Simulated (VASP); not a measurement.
BN:

```
N B
1.0
     2.52465    0.00000    0.00000
    -1.25497    2.19064    0.00000
    -0.63484   -1.09532    3.04256
N B
1 1
Direct
  0.66851 0.33238 0.98500
  0.97964 0.98350 0.00181
```

This cell differs from its parent crystal: volume scaled by 1.02.

Base run:

- Program: VASP 6.6.1
- Functional: PBE
- Potentials or basis: VASP PAW PBE potentials, release 64 (N, B)
- Cutoff: 520 eV
- k mesh: 13 × 13 × 9
- Occupations: fermi-dirac, width 0.05 eV
- Spin: no spin polarisation

Its results: band gap on the k mesh 2.85 eV, indirect (least direct gap 4.49 eV); pressure -0.2 GPa; largest force 2.604 eV/Å.

The run is repeated on the same cell with these changes: functional from PBE to PBEsol. What comes out?

Band gap on the k mesh 2.72 eV, indirect (least direct gap 4.42 eV); pressure -3.3 GPa; largest force 2.620 eV/Å.

PBEsol binds more tightly than PBE, so the same cell stands under less pressure.

Caveats: forces of over 1 eV/Å act on the atoms, so gaps and moduli don't describe the material at rest (some runs); the PAW data sets were made with another functional, which shifts forces and pressure a little (some runs).

A k mesh can miss the band edges.
